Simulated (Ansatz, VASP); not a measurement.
## BN: VASP beside Ansatz

Contents of POSCAR:

```
BN
1.0
    2.5009753125      0.0000000000      0.0000000000
   -1.2504876563      2.1659081548      0.0000000000
    0.0000000000      0.0000000000      6.5991951988
B N
2 2
Direct
    0.3333333333      0.6666666667      0.2500000000
    0.6666666667      0.3333333333      0.7500000000
    0.3333333333      0.6666666667      0.7500000000
    0.6666666667      0.3333333333      0.2500000000
```

Contents of INCAR.step1:

```
SYSTEM = BN
  PREC = Accurate
  ENCUT = 520
  ISMEAR = 0
  SIGMA = 0.05
  LREAL = .FALSE.
  LASPH = .TRUE.
  NELM = 100
  NBANDS = 16
  GGA = PE
  ALGO = Normal
  EDIFF = 1E-4
  LWAVE = .TRUE.
  LCHARG = .FALSE.
```

INCAR.step2

```
SYSTEM = BN
  PREC = Accurate
  ENCUT = 520
  EDIFF = 1E-7
  ISMEAR = 0
  SIGMA = 0.05
  LREAL = .FALSE.
  LASPH = .TRUE.
  NELM = 100
  ALGO = Normal
  ISIF = 2
  LWAVE = .FALSE.
  LCHARG = .FALSE.
  METAGGA = R2SCAN
  LMIXTAU = .TRUE.
  NBANDS = 16
  ISTART = 1
```

Contents of KPOINTS:

```
Automatic mesh
0
G
  12 12 4
  0 0 0
```

Input for Ansatz:

```yaml
crystal:
  lattice:
    - [2.5009753125, 0.0, 0.0]
    - [-1.2504876563, 2.1659081548, 0.0]
    - [0.0, 0.0, 6.5991951988]
  atoms:
    - { symbol: B, position: [0.3333333333, 0.6666666667, 0.25] }
    - { symbol: B, position: [0.6666666667, 0.3333333333, 0.75] }
    - { symbol: "N", position: [0.3333333333, 0.6666666667, 0.75] }
    - { symbol: "N", position: [0.6666666667, 0.3333333333, 0.25] }
basis:
  ecutwfc: 500
kpoints:
  mp_grid: { grid: [12, 12, 4] }
hamiltonian:
  xc: r2scan
scf:
  occupations: { method: gaussian, width: 0.05 }
output:
  forces: true
  stress: true
  eigenvalues: true
```

Change from the starting cell: strain -0.0400 x Voigt [0, 0, 1, 0, 0, 0], atoms carried along.

Alike in both runs: task single point; functional r2SCAN; k mesh 12 × 12 × 4; occupations gaussian, width 0.05 eV; no spin polarisation.

```csv
,VASP,Ansatz
version,VASP 6.6.1,Ansatz 0.2.0
potentials or method,"VASP PAW PBE potentials, release 64 (B, N), cutoff 520 eV","scalar-relativistic, plane waves, PAW"
valence electrons in the cell,16,16
```

```tsv
	VASP	Ansatz	Ansatz less VASP
gap on the k mesh at the Fermi level (eV)	4.87	4.83	-0.039
least direct gap on the mesh (eV)	5.29	5.26	-0.036
pressure (GPa)	0.8	0.4	-0.40
traceless stress, the component that is largest in VASP (GPa)	0.09	0.78	+0.681
```

VASP's potentials were made for PBE, not for r2SCAN.
